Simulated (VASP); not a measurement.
Crystal: CuP.

```
CELL_PARAMETERS angstrom
3.13515 0.00000 0.00000
0.00000 3.13515 0.00000
0.00000 0.00000 3.13515
ATOMIC_POSITIONS crystal
Cu 0.00000 0.00000 0.00000
P 0.50000 0.50000 0.50000
```

| Quantity | Value |
| --- | --- |
| Program | VASP 6.6.1 |
| Task | relaxation of cell and atoms |
| Functional | PBE |
| Potentials or basis | VASP PAW PBE potentials, release 64 (Cu, P) |
| Cutoff | 600 eV |
| k mesh | 6 × 6 × 6 |
| Occupations | gaussian, width 0.1 eV |
| Spin | no spin polarisation |

At the start: pressure -9.7 GPa; volume 15.41 Å³/atom.

Problem. Where does the relaxation end?

Solution. Over 3 steps the energy falls by 53.7 meV/atom and the volume is 13.81 Å³/atom (-10.4 %); space group Pm-3m (No. 221, to 0.05 Å).

Step by step:
```csv
step,energy change (eV),largest force (eV/Å),pressure (GPa),volume (Å³)
1,0.0000,0.0000,-9.66,30.82
2,-0.0989,0.0000,3.54,26.86
3,-0.1073,0.0000,0.19,27.62
```

Final structure:
```xyz
2
Lattice="3.0229 0.0000 0.0000 0.0000 3.0229 0.0000 0.0000 0.0000 3.0229" Properties=species:S:1:pos:R:3 pbc="T T T"
Cu    0.0000    0.0000    0.0000
P     1.5115    1.5115    1.5115
```
